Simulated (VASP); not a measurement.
Input of a VASP 6.6.1 run:

File INCAR:

```
ALGO = Normal ; EDIFF = 1E-7
ENCUT = 520 ; ISIF = 2
ISMEAR = -1 ; LASPH = T
LCHARG = T ; LELF = T
LREAL = F ; LVHAR = T
LWAVE = F ; NBANDS = 12
NELM = 60 ; PREC = Accurate
SIGMA = 0.05
```

Contents of KPOINTS:

```
k-points
0
Gamma
  11 11 11
```

The input POSCAR:

```
LiF
1.0
    0.0000000000      2.0140000000      2.0140000000
    2.0140000000      0.0000000000      2.0140000000
    2.0140000000      2.0140000000      0.0000000000
F Li
1 1
Direct
    0.5000000000      0.5000000000      0.5000000000
    0.0000000000      0.0000000000      0.0000000000
```

Potentials or basis: VASP PAW LDA potentials, release 64 (F, Li_sv).

Run with:

```sh
$ cat potpaw_LDA.64/F/POTCAR potpaw_LDA.64/Li_sv/POTCAR > POTCAR
$ mpirun -np 1 vasp_std > vasp.out
```

Task: Predict the band gap on the k mesh.

Result: 8.83 eV, direct.

 A k mesh can miss the band edges.
